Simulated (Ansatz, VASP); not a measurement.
## Al in VASP and in Ansatz

Contents of INCAR:

```
SYSTEM = Al
  PREC = Accurate
  ENCUT = 520
  EDIFF = 1E-6
  ISMEAR = -1
  SIGMA = 0.05
  LREAL = .FALSE.
  LASPH = .TRUE.
  NELM = 60
  ALGO = Normal
  ISIF = 2
  LWAVE = .FALSE.
  LCHARG = .TRUE.
  GGA = PS
  LELF = .TRUE.
  LVHAR = .TRUE.
  NBANDS = 14
```

Contents of KPOINTS:

```
Automatic mesh
0
G
  9 9 3
  0 0 0
```

File POSCAR:

```
Al
1.0
    2.8270770242      0.0000000000      0.0000000000
   -1.4135385121      2.4483205214      0.0000000000
    0.0000000000      0.0000000000      9.0022732086
Al
4
Direct
    0.6666666667      0.3333333333      0.7500000000
    0.0000000000      0.0000000000      0.5000000000
    0.3333333333      0.6666666667      0.2500000000
    0.0000000000      0.0000000000      0.0000000000
```

File input.yaml:

```yaml
crystal:
  lattice:
    - [2.8270770242, 0.0, 0.0]
    - [-1.4135385121, 2.4483205214, 0.0]
    - [0.0, 0.0, 9.0022732086]
  atoms:
    - { symbol: Al, position: [0.6666666667, 0.3333333333, 0.75] }
    - { symbol: Al, position: [0.0, 0.0, 0.5] }
    - { symbol: Al, position: [0.3333333333, 0.6666666667, 0.25] }
    - { symbol: Al, position: [0.0, 0.0, 0.0] }
hamiltonian:
  xc: pbesol
  pseudopotentials: { kind: paw }
kpoints:
  mp_grid: { grid: [9, 9, 3] }
  band_path:
    path:
      - [[0.0, 0.0, 0.0], [0.5, 0.0, 0.0], [0.3333333333, 0.3333333333, 0.0], [0.0, 0.0, 0.0], [0.0, 0.0, 0.5], [0.5, 0.0, 0.5], [0.3333333333, 0.3333333333, 0.5], [0.0, 0.0, 0.5]]
      - [[0.5, 0.0, 0.5], [0.5, 0.0, 0.0]]
      - [[0.3333333333, 0.3333333333, 0.0], [0.3333333333, 0.3333333333, 0.5]]
    npoints: 14
scf:
  occupations: { method: fermi_dirac, width: 0.05 }
  n_extra_bands: 10
output:
  forces: true
  stress: true
  eigenvalues: true
  fatbands: false
```

Alike in both runs: functional PBEsol; k mesh 9 × 9 × 3; occupations fermi-dirac, width 0.05 eV; no spin polarisation.

```csv
,VASP,Ansatz
version,VASP 6.6.1,Ansatz 0.2.0
potentials or method,"VASP PAW PBE potentials, release 64 (Al)",Ansatz PAW
plane-wave cutoff (eV),520,420
valence electrons in the cell,12,12
task,single point,band structure
```

```tsv
	VASP	Ansatz	Ansatz less VASP
gap on the k mesh at the Fermi level (eV)	none	none	-
pressure (GPa)	3.6	3.5	-0.08
traceless stress, the component that is largest in VASP (GPa)	2.31	2.29	-0.018
```

VASP's potentials were made for PBE, not for PBEsol. A gap of «none» marks a metal or a gap that the smearing closes. The functional is the same, so the differences come from potentials, cutoffs and numerics.
